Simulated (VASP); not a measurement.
A run of VASP 6.6.1:

The input INCAR:

```
SYSTEM = C
ALGO     = Normal         ! electronic algorithm
EDIFF    = 1E-6           ! SCF threshold, eV
ENCUT    = 520            ! plane-wave cutoff, eV
GGA      = PS             ! functional
ISIF     = 2              ! what is computed and relaxed
ISMEAR   = 0              ! smearing method
IVDW     = 12             ! dispersion correction
LASPH    = .True.         ! aspherical terms in the spheres
LCHARG   = .True.         ! write CHGCAR
LELF     = .True.         ! ELF
LREAL    = .False.        ! projectors in reciprocal space
LVHAR    = .True.       
LWAVE    = .False.        ! write WAVECAR
NBANDS   = 16             ! bands
NELM     = 80             ! most SCF steps
PREC     = Accurate       ! precision mode
SIGMA    = 0.15           ! smearing width, eV
```

The input KPOINTS:

```
k-points
0
Gamma
  21 21 8
  0 0 0
```

POSCAR

```
C
1.0
    2.4526463426      0.0000000000      0.0000000000
   -1.2263231713      2.1240540392      0.0000000000
    0.0000000000      0.0000000000      5.8154697428
C
4
Direct
    0.0000000000      0.0000000000      0.0025000000
    0.0000000000      0.0000000000      0.5025000000
    0.3333333333      0.6666666667      0.0025000000
    0.6666666667      0.3333333333      0.5025000000
```

Potentials or basis: VASP PAW PBE potentials, release 64 (C).

Launch:

```bash
$ cat potpaw_PBE.64/C/POTCAR > POTCAR
$ mpirun -np 1 vasp_std > vasp.out
```

Hardware: 1 thread of Intel(R) Xeon(R) 6975P-C (Granite Rapids), on a shared host.

Question: Estimate the wall time of this run.

Answer: It took 38 s on 1 thread of Intel(R) Xeon(R) 6975P-C (Granite Rapids), on a shared host, peak memory 0.21 GiB. Counts: scf iterations 12, k points 240.
